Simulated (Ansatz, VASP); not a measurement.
**WS2: VASP beside Ansatz**

INCAR

```
PREC = Accurate ; ENCUT = 520
EDIFF = 1E-6 ; ISMEAR = 0
SIGMA = 0.05 ; LREAL = F
LASPH = T ; NELM = 100
ALGO = Normal ; ISIF = 2
LWAVE = F ; LCHARG = F
GGA = CA ; NBANDS = 20
```

File KPOINTS:

```
regular mesh
0
Gamma
  12 12 2
```

Contents of POSCAR:

```
WS2
1.0
    3.1835163552      0.0000000000      0.0000000000
   -1.5917581776      2.7570060369      0.0516938632
    0.0000000000      0.3178233354     16.9505778900
W S
1 2
Direct
    0.3333333333      0.6666666667      0.0000000000
    0.6666666667      0.3333333333      0.9079994900
    0.6666666667      0.3333333333      0.0920005100
```

Input for Ansatz:

```yaml
crystal:
  lattice:
    - [3.1835163552, 0.0, 0.0]
    - [-1.5917581776, 2.7570060369, 0.0516938632]
    - [0.0, 0.3178233354, 16.95057789]
  atoms:
    - { symbol: W, position: [0.3333333333, 0.6666666667, 0.0] }
    - { symbol: S, position: [0.6666666667, 0.3333333333, 0.90799949] }
    - { symbol: S, position: [0.6666666667, 0.3333333333, 0.09200051] }
basis:
  ecutwfc: 420
kpoints:
  mp_grid: { grid: [12, 12, 2] }
hamiltonian:
  xc: lda
scf:
  occupations: { method: gaussian, width: 0.05 }
output:
  forces: true
  stress: true
  eigenvalues: true
```

Change from the starting cell: strain +0.0375 x Voigt [0, 0, 0, 1, 0, 0], atoms carried along.

Alike in both runs: task single point; functional LDA; k mesh 12 × 12 × 2; occupations gaussian, width 0.05 eV; no spin polarisation.

|  | VASP | Ansatz |
| --- | --- | --- |
| version | VASP 6.6.1 | Ansatz 0.2.0 |
| potentials or method | VASP PAW LDA potentials, release 64 (W_sv, S), cutoff 520 eV | scalar-relativistic, plane waves, PAW |
| valence electrons in the cell | 26 | 26 |

VASP gave:

* gap on the k mesh at the Fermi level (eV): 1.77
* least direct gap on the mesh (eV): 1.78
* rms of the force components (eV/Å): 0.305

Question: Estimate Ansatz's values.

Answer: gap on the k mesh at the Fermi level (eV): 1.75; least direct gap on the mesh (eV): 1.76; rms of the force components (eV/Å): 0.315.

LDA's correlation is that of Perdew and Zunger in VASP and of Perdew and Wang (1992) in Ansatz. Atom by atom the forces differ by 0.022 eV/Å (rms over components).

Neither program's run includes spin-orbit coupling.
